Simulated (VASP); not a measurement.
# Pt (Im-3m) in VASP: further runs

Runs on Pt. Level: PBE. Tasks: single point.

Everything below comes from runs of VASP 6.6.1. Logs are shortened: lines on timing, memory, paths and dates and some standing lists are left out, and cuts for length are marked.

### 1 The cell of the first run

The structure is cubic, space group Im-3m (No. 229). The conventional cell has a = 2.943 Å, b = 2.943 Å, c = 2.943 Å, α = 90.00°, β = 90.00°, γ = 90.00°. Within 3.4 Å of Pt (site symmetry m-3m) lie 14 Pt at 2.55 to 2.94 Å.

This isn't the form of Pt at room conditions, which is fcc.

### 2 Single point, PBE

Input file INCAR:

```
  PREC = Accurate
  ENCUT = 520
  EDIFF = 1E-7
  ISMEAR = -1
  SIGMA = 0.05
  LREAL = False
  LASPH = True
  NELM = 60
  ALGO = Normal
  ISIF = 2
  LWAVE = False
  LCHARG = False
  GGA = PE
  NBANDS = 11
```

Input file KPOINTS:

```
Automatic mesh
0
Gamma
  18 18 18
```

Input file POSCAR:

```
Pt
1.0
   -1.4713963998      1.4713963998      1.4713963998
    1.4713963998     -1.4713963998      1.4713963998
    1.4713963998      1.4713963998     -1.4713963998
Pt
1
Direct
    0.0000000000      0.0000000000      0.0000000000
```

Potentials or basis: VASP PAW PBE potentials, release 64 (Pt).

On the command line:

```bash
> cat potpaw_PBE.64/Pt/POTCAR > POTCAR
> mpirun -np 1 vasp_std > vasp.out
```

OUTCAR:

```text
PREC = Accurate
   ENCUT = 520
   EDIFF = 1E-7
   ISMEAR = -1
   LREAL = False
   LASPH = True
   NELM = 60
   ISIF = 2
   GGA = PE

 ion  position               nearest neighbor table
   1  0.000  0.000  0.000-

  LATTYP: Found a body centered cubic cell.
 ALAT       =     2.9427927996

  Lattice vectors:

 A1 = (  -1.4713963998,   1.4713963998,   1.4713963998)
 A2 = (   1.4713963998,  -1.4713963998,   1.4713963998)
 A3 = (   1.4713963998,   1.4713963998,  -1.4713963998)

Analysis of symmetry for initial positions (statically):
=====================================================================
 Subroutine PRICEL returns:
 Original cell was already a primitive cell.

 Routine SETGRP: Setting up the symmetry group for a
 body centered cubic supercell.

 Subroutine GETGRP returns: Found 48 space group operations
 (whereof 48 operations were pure point group operations)
 out of a pool of 48 trial point group operations.

The static configuration has the point symmetry O_h .

Analysis of symmetry for dynamics (positions and initial velocities):
=====================================================================
 Subroutine PRICEL returns:
 Original cell was already a primitive cell.

 Routine SETGRP: Setting up the symmetry group for a
 body centered cubic supercell.

 Subroutine GETGRP returns: Found 48 space group operations
 (whereof 48 operations were pure point group operations)
 out of a pool of 48 trial point group operations.

The dynamic configuration has the point symmetry O_h .

 Subroutine INISYM returns: Found 48 space group operations
 (whereof 48 operations are pure point group operations),
 and found     1 'primitive' translations

----------------------------------------------------------------------------------------

                                     Primitive cell

  volume of cell :      12.7423

  direct lattice vectors                    reciprocal lattice vectors
    -1.471396400  1.471396400  1.471396400     0.000000000  0.339813255  0.339813255
     1.471396400 -1.471396400  1.471396400     0.339813255  0.000000000  0.339813255
     1.471396400  1.471396400 -1.471396400     0.339813255  0.339813255  0.000000000

  length of vectors
[... 81 lines left out ...]
   LREAL  =      F    real-space projection
   EDIFFG = 0.1E-05   stopping-criterion for IOM
   NSW    =      0    number of steps for IOM
   IBRION =     -1    ionic relax: 0-MD 1-quasi-New 2-CG
   NFREE  =      0    steps in history (QN), initial steepest desc. (CG)
   ISIF   =      2    stress and relaxation
   ISYM   =      2    0-nonsym 1-usesym 2-fastsym
   POTIM  = 0.5000    time-step for ionic-motion
   TEBEG  =    0.0;   TEEND  =   0.0 temperature during run
   PSTRESS=    0.0 pullay stress
   NELECT =      10.0000    total number of electrons
   NUPDOWN=      -1.0000    fix difference up-down
   EMIN   =  10.00;   EMAX   =-10.00  energy-range for DOS
   EFERMI =   0.00;   METHOD = LEGACY
   ISMEAR =    -1;   SIGMA  =   0.05  broadening in eV -4-tet -1-fermi 0-gaus
   EFERMI_NEDOS =   21; number of points for ismear=-14 and -15
   IALGO  =     38    algorithm
   IMIX   =      4    mixing-type and parameters
     AMIX     =   0.40;   BMIX     =  1.00
     AMIX_MAG =   1.60;   BMIX_MAG =  1.00
  volume/ion in A,a.u.               =      12.74        85.99
  Fermi-wavevector in a.u.,A,eV,Ry     =   1.510052  2.853584 31.024767  2.280256
  Thomas-Fermi vector in A             =   2.620293
   LORBIT       =      0    0 simple, 1 ext, 2 COOP (PROOUT), +10 PAW based schemes
   GGA     = PE    functional components
   LHFCALC =     F    Hartree Fock is set to
   AEXX    =    0.0000 exact exchange contribution
   IVDW    =     0    specifies the selected vdW correction
   LEPSILON=     F    determine dielectric tensor
   LRPA    =     F    only Hartree local field effects (RPA)
 non-spin polarized calculation
  energy-cutoff  :      520.00
  volume of cell :       12.74
 maximum number of plane-waves:       370
   NGX =  9   NGY =  9   NGZ =  9

 number of electron      10.0000002 magnetization

 Free energy of the ion-electron system (eV)
  ---------------------------------------------------
  ext. energy  EPLUGINS =         0.00000000
  ---------------------------------------------------
  free energy    TOTEN  =        -5.31098284 eV

  energy without entropy =       -5.30726781  energy(sigma->0) =       -5.30912533

 E-fermi :  14.5626     XC(G=0): -14.5116

 val. band max:       14.4765808043   @ k =  -0.3889  -0.4444   0.1111
 cond. band min:      14.5726858845   @ k =  -0.3889   0.3889   0.2222
 fundamental gap:      0.0961050803
 Fermi energy:        14.5625649519

 k-point     1 :       0.0000    0.0000    0.0000
  band No.  band energies     occupation
      1       2.5813      2.00000
      2       9.6677      2.00000
      3       9.6677      2.00000
      4       9.6677      2.00000
      5      13.0582      2.00000
      6      13.0582      2.00000
      7      31.2920      0.00000
      8      31.2920      0.00000
      9      31.2920      0.00000
     10      44.3550      0.00000
     11      44.3550      0.00000
[... 309 lines left out ...]
 k-point    24 :       0.3889    0.1111    0.0000
  band No.  band energies     occupation
      1       6.0156      2.00000
      2       7.8494      2.00000
      3      11.6765      2.00000
      4      12.8341      2.00000
      5      14.0911      1.99984
      6      17.2404      0.00000
      7      23.4151      0.00000
      8      28.2229      0.00000
      9      31.7650      0.00000
     10      39.4952      0.00000
     11      41.3497      0.00000

 [... further k-points ...]

------------------------ aborting loop because EDIFF is reached ----------------------------------------

  FORCE on cell =-STRESS in cart. coord.  units (eV):
  Direction    XX          YY          ZZ          XY          YZ          ZX
  --------------------------------------------------------------------------------------
  -------------------------------------------------------------------------------------
  Total        7.2889099      7.2889099      7.2889099     -0.0000000     -0.0000000      0.0000000
  in kB      916.4823454    916.4823454    916.4823454     -0.0000000     -0.0000000      0.0000000
  external PRESSURE =     916.4823454 kB  Pullay stress =       0.0000000 kB

 VOLUME and BASIS-vectors are now :
 -----------------------------------------------------------------------------
  energy-cutoff  :      520.00
  volume of cell :       12.74
      direct lattice vectors                 reciprocal lattice vectors
    -1.471396400  1.471396400  1.471396400     0.000000000  0.339813255  0.339813255
     1.471396400 -1.471396400  1.471396400     0.339813255  0.000000000  0.339813255
     1.471396400  1.471396400 -1.471396400     0.339813255  0.339813255  0.000000000

 POSITION                                       TOTAL-FORCE (eV/Angst)
 -----------------------------------------------------------------------------------
      0.00000      0.00000      0.00000         0.000000      0.000000     -0.000000
 -----------------------------------------------------------------------------------
    total drift:                                0.000000      0.000000      0.000000

  FREE ENERGIE OF THE ION-ELECTRON SYSTEM (eV)
  ---------------------------------------------------
  free  energy   TOTEN  =        -5.3109828369 eV

  energy  without entropy=       -5.3072678146  energy(sigma->0) =       -5.30912533
```

OSZICAR:

```text
N       E                     dE             d eps       ncg     rms          rms(c)
DAV:   1     0.423313007907E+02    0.42331E+02   -0.55680E+03  4370   0.867E+02
DAV:   2    -0.501662142158E+01   -0.47348E+02   -0.45714E+02  4941   0.187E+02
DAV:   3    -0.563546461882E+01   -0.61884E+00   -0.61806E+00  5087   0.201E+01
DAV:   4    -0.563763195878E+01   -0.21673E-02   -0.21672E-02  5059   0.138E+00
DAV:   5    -0.563764586772E+01   -0.13909E-04   -0.13910E-04  5124   0.995E-02    0.207E+01
DAV:   6    -0.537558836602E+01    0.26206E+00   -0.37122E-01  4764   0.513E+00    0.114E+01
DAV:   7    -0.531512674918E+01    0.60462E-01   -0.16448E-01  4962   0.334E+00    0.222E+00
DAV:   8    -0.531105420193E+01    0.40725E-02   -0.99507E-03  4812   0.924E-01    0.410E-01
DAV:   9    -0.531097661125E+01    0.77591E-04   -0.61314E-05  5138   0.790E-02    0.127E-02
DAV:  10    -0.531098245124E+01   -0.58400E-05   -0.27962E-06  5660   0.122E-02    0.810E-03
DAV:  11    -0.531098283717E+01   -0.38593E-06   -0.66864E-08  4283   0.243E-03    0.794E-04
DAV:  12    -0.531098283691E+01    0.26114E-09   -0.46571E-09  2694   0.446E-04
   1 F= -.53109828E+01 E0= -.53091253E+01  d E =-.371502E-02
```

stdout:

```text
POSCAR found type information on POSCAR Pt
 POSCAR found :  1 types and       1 ions
 scaLAPACK will be used
 LDA part: xc-table for (Slater+PW92), standard interpolation
 POSCAR, INCAR and KPOINTS ok, starting setup
 FFT: planning ... GRIDC
 FFT: planning ... GRID_SOFT
 FFT: planning ... GRID
 WAVECAR not read
 entering main loop
```

Wall time 30 s (1 thread of Intel Xeon 8259CL, shared host); peak memory 0.15 GiB.

Results:

| Quantity | Value |
| --- | --- |
| Free energy | -5.3110 eV |
| Pressure | 91.6 GPa |
| Band gap on the k mesh | zero (bands 5 and 6 overlap by 3.15 eV) |

Caveat: the cell stands under pressure; spin-orbit coupling is left out, which moves the levels of the heavy elements.

### 3 Single point, PBE

Input file INCAR:

```
SYSTEM = Pt
PREC = Accurate
ENCUT = 520
EDIFF = 1E-6
ISMEAR = -1
SIGMA = 0.05
LREAL = .False.
LASPH = .True.
NELM = 100
ALGO = Normal
ISIF = 2
LWAVE = .False.
LCHARG = .False.
GGA = PE
NBANDS = 11
```

Input file KPOINTS:

```
Automatic mesh
0
Gamma
  18 18 18
  0 0 0
```

Input file POSCAR:

```
Pt
1.0
   -1.4713059377      1.4713059377      1.4713059377
    1.4713059377     -1.4713059377      1.4713059377
    1.4713059377      1.4713059377     -1.4713059377
Pt
1
Direct
    0.0000000000      0.0000000000      0.0000000000
```

Potentials or basis: VASP PAW PBE potentials, release 64 (Pt).

On the command line:

```bash
> cat potpaw_PBE.64/Pt/POTCAR > POTCAR
> mpirun -np 1 vasp_std > vasp.out
```

Run time: 24 s. Hardware: 1 thread of Intel Xeon 8259CL, shared host; peak memory 0.15 GiB.

The run converged. Its results:

```yaml
Free_energy: -5.3096 eV
Pressure: 91.8 GPa
Band_gap_on_the_k_mesh: zero (bands 5 and 6 overlap by 3.15 eV)
```

Levels at points of the mesh, in eV from the Fermi level:
```csv
k point,band 2,band 3,band 4,band 5,band 6,band 7,band 8,band 9
"(0.00, 0.00, 0.00)",-4.90,-4.90,-4.90,-1.50,-1.50,16.73,16.73,16.73
"(0.50, 0.00, 0.00)",-6.90,-1.68,-0.96,-0.47,1.55,8.37,13.01,17.70
"(0.50, 0.50, 0.50)",-8.62,0.76,0.76,0.76,8.13,8.13,8.13,16.17
```

Caveat: the cell stands under pressure; spin-orbit coupling is left out, which moves the levels of the heavy elements.
